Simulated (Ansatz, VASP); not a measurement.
## Two plane-wave programs on SiNi

The input INCAR:

```
SYSTEM = SiNi
ALGO = Normal
EDIFF = 1E-6
ENCUT = 520
GGA = PE
ISIF = 2
ISMEAR = 0
LASPH = .True.
LCHARG = .True.
LELF = .True.
LREAL = .False.
LVHAR = .True.
LWAVE = .False.
NBANDS = 22
NELM = 60
PREC = Accurate
SIGMA = 0.1
```

Contents of KPOINTS:

```
k-points
0
Gamma
  10 10 6
  0 0 0
```

The input POSCAR:

```
SiNi
1.0
    3.0266200000      0.0000000000      0.0000000000
    0.0000000000      3.2735000000      0.0000000000
    0.0000000000      0.0000000000      4.6977600000
Si Ni
2 2
Direct
    0.5000000000      0.5000000000      0.8423000000
    0.0000000000      0.0000000000      0.1577000000
    0.5000000000      0.5000000000      0.3442200000
    0.0000000000      0.0000000000      0.6557800000
```

Input for Ansatz:

```yaml
crystal:
  lattice:
    - [3.02662, 0.0, 0.0]
    - [0.0, 3.2735, 0.0]
    - [0.0, 0.0, 4.69776]
  atoms:
    - { symbol: Si, position: [0.5, 0.5, 0.8423] }
    - { symbol: Si, position: [0.0, 0.0, 0.1577] }
    - { symbol: Ni, position: [0.5, 0.5, 0.34422] }
    - { symbol: Ni, position: [0.0, 0.0, 0.65578] }
basis:
  ecutwfc: 420
kpoints:
  mp_grid: { grid: [10, 10, 6] }
hamiltonian:
  xc: pbe
scf:
  occupations: { method: gaussian, width: 0.1 }
output:
  forces: true
  stress: true
  eigenvalues: true
```

Alike in both runs: task single point; functional PBE; k mesh 10 × 10 × 6; occupations gaussian, width 0.1 eV; no spin polarisation.

|  | VASP | Ansatz |
| --- | --- | --- |
| version | VASP 6.6.1 | Ansatz 0.2.0 |
| potentials or method | VASP PAW PBE potentials, release 64 (Si, Ni), cutoff 520 eV | scalar-relativistic, plane waves, PAW |
| valence electrons in the cell | 28 | 44 |

Ansatz gave:

- gap on the k mesh at the Fermi level (eV): none
- pressure (GPa): 1.2
- traceless stress, the component that is largest in VASP (GPa): -0.26
- rms of the force components (eV/Å): 0.058

Problem. Which values does VASP return?

Solution. gap on the k mesh at the Fermi level (eV): none; pressure (GPa): 1.3; traceless stress, the component that is largest in VASP (GPa): -0.35; rms of the force components (eV/Å): 0.057.

Atom by atom the forces differ by 0.004 eV/Å (rms over components). A gap of «none» marks a metal or a gap that the smearing closes. With one functional, cell and mesh, what is left measures potentials, basis and numerics. VASP's potentials hold 28 valence electrons a cell and Ansatz's 44, so a difference there can come from the potentials and not from the codes.
